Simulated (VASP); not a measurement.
A run of VASP 6.6.1 is set up as follows.

Contents of INCAR:

```
SYSTEM = Al5Cu3
ALGO = Fast
EDIFF = 1E-7
EDIFFG = -0.01
ENCUT = 600
GGA = PE
IBRION = 2
ISIF = 3
ISMEAR = 0
LASPH = .True.
LCHARG = .False.
LREAL = .False.
LWAVE = .False.
NELM = 60
NSW = 100
PREC = Accurate
SIGMA = 0.1
```

Contents of KPOINTS:

```
k-points
0
Gamma
  8 8 4
  0 0 0
```

POSCAR

```
Al5Cu3
1.0
    3.8092012645      0.0000000000      0.0000000000
    0.0000000000      3.9023217382      0.0000000000
    0.0000000000      0.0000000000      7.7734611411
Al Cu
5 3
Direct
    0.0000000000      0.0000000000      0.5000000000
    0.0000000000      0.0000000000      0.0000000000
    0.5000000000      0.5000000000      0.0000000000
    0.0000000000      0.5000000000      0.7373132006
    0.0000000000      0.5000000000      0.2626867994
    0.5000000000      0.0000000000      0.7433133923
    0.5000000000      0.0000000000      0.2566866077
    0.5000000000      0.5000000000      0.5000000000
```

Potentials or basis: VASP PAW PBE potentials, release 64 (Al, Cu).

Launch:

```sh
$ cat potpaw_PBE.64/Al/POTCAR potpaw_PBE.64/Cu/POTCAR > POTCAR
$ mpirun -np 1 vasp_std > vasp.out
```

Predict the relaxed volume.

14.46 Å³/atom.

What does it give for the band gap on the k mesh?

Zero (bands 24 and 25 overlap by 3.42 eV).

What does it give for the relaxed cell?

a = 3.762 Å, b = 3.917 Å, c = 7.847 Å, α = 90.00°, β = 90.00°, γ = 90.00°.

What does it give for the space group after relaxing (to 0.1 Å)?

Pmmm (No. 47).

Final structure:
```
Al Cu
1.0
     3.76222    0.00000    0.00000
     0.00000    3.91749    0.00000
     0.00000    0.00000    7.84709
Al Cu
5 3
Direct
  0.00000 0.00000 0.50000
  0.00000 0.00000 0.00000
  0.50000 0.50000 0.00000
  0.00000 0.50000 0.74066
  0.00000 0.50000 0.25934
  0.50000 0.00000 0.74587
  0.50000 0.00000 0.25413
  0.50000 0.50000 0.50000
```
